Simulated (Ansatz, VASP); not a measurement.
## Two plane-wave programs on ZnAu

The input INCAR:

```
SYSTEM = ZnAu
PREC = Accurate ; ENCUT = 600
EDIFF = 1E-6 ; ISMEAR = 0
SIGMA = 0.1 ; LREAL = .FALSE.
LASPH = .TRUE. ; NELM = 100
ALGO = Normal ; ISIF = 3
LWAVE = .FALSE. ; LCHARG = .FALSE.
GGA = PE ; IBRION = 2
NSW = 100 ; EDIFFG = -0.005
```

Contents of KPOINTS:

```
Automatic mesh
0
G
  14 14 14
  0 0 0
```

POSCAR

```
ZnAu
1.0
    3.1470000000      0.0000000000      0.0000000000
    0.0000000000      3.1470000000      0.0000000000
    0.0000000000      0.0000000000      3.1470000000
Zn Au
1 1
Direct
    0.5000000000      0.5000000000      0.5000000000
    0.0000000000      0.0000000000      0.0000000000
```

Input for Ansatz:

```yaml
crystal:
  lattice:
    - [3.147, 0.0, 0.0]
    - [0.0, 3.147, 0.0]
    - [0.0, 0.0, 3.147]
  atoms:
    - { symbol: Zn, position: [0.5, 0.5, 0.5] }
    - { symbol: Au, position: [0.0, 0.0, 0.0] }
basis:
  ecutwfc: 420
kpoints:
  mp_grid: { grid: [14, 14, 14] }
hamiltonian:
  xc: pbe
scf:
  occupations: { method: gaussian, width: 0.1 }
output:
  forces: true
  stress: true
  eigenvalues: true
relax:
  adjacent_minimum: "off"
  f_tol: 0.005
  max_steps: 80
  cell: { stress_tol: 0.05 }
```

Alike in both runs: task relaxation of cell and atoms; functional PBE; k mesh 14 × 14 × 14; occupations gaussian, width 0.1 eV; no spin polarisation.

|  | VASP | Ansatz |
| --- | --- | --- |
| version | VASP 6.6.1 | Ansatz 0.2.0 |
| potentials or method | VASP PAW PBE potentials, release 64 (Zn, Au), cutoff 600 eV | scalar-relativistic, plane waves, PAW |
| valence electrons in the cell | 23 | 31 |

Ansatz gave:

```
gap on the k mesh at the Fermi level, each at its own relaxed structure (eV) : none
relaxed volume (Å³/atom)                                                     : 16.18
relaxed cell length with the largest relative difference (Å)                 : 3.187
```

Question: Estimate VASP's values.

Answer: gap on the k mesh at the Fermi level, each at its own relaxed structure (eV): none; relaxed volume (Å³/atom): 16.19; relaxed cell length with the largest relative difference (Å): 3.188.

A gap of «none» marks a metal or a gap that the smearing closes. VASP's potentials hold 23 valence electrons a cell and Ansatz's 31, so a difference there can come from the potentials and not from the codes.

Spin-orbit coupling is off throughout.
